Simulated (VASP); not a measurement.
BP (zincblende type): single point with PBEsol

The system is BP (zincblende type).

```
CELL_PARAMETERS angstrom
0.00000 2.26007 2.26007
2.26007 0.00000 2.26007
2.26007 2.26007 0.00000
ATOMIC_POSITIONS crystal
B 0.00000 0.00000 0.00000
P 0.25000 0.25000 0.25000
```

```json
{"Program": "VASP 6.6.1", "Task": "single point", "Functional": "PBEsol", "Potentials or basis": "VASP PAW PBE potentials, release 64 (B, P)", "Cutoff": "520 eV", "k mesh": "15 × 15 × 15", "Occupations": "fermi-dirac, width 0.05 eV", "Spin": "no spin polarisation"}
```

```
Pressure               : 0.1 GPa
Band gap on the k mesh : 1.12 eV, indirect (least direct gap 3.37 eV)
```

Levels at points of the mesh, in eV from the valence-band top:
```csv
k point,band 2,band 3,band 4,band 5,band 6,band 7
"(0.00, 0.00, 0.00)",0.00,0.00,0.00,3.37,3.37,3.37
```

Run time: 16 s on 1 thread of Intel Xeon 6975P-C (shared host), peak memory 0.15 GiB.

Caveat: the PAW data sets were made with another functional, which shifts forces and pressure a little. As with any semilocal functional, this PBEsol gap is likely too small.
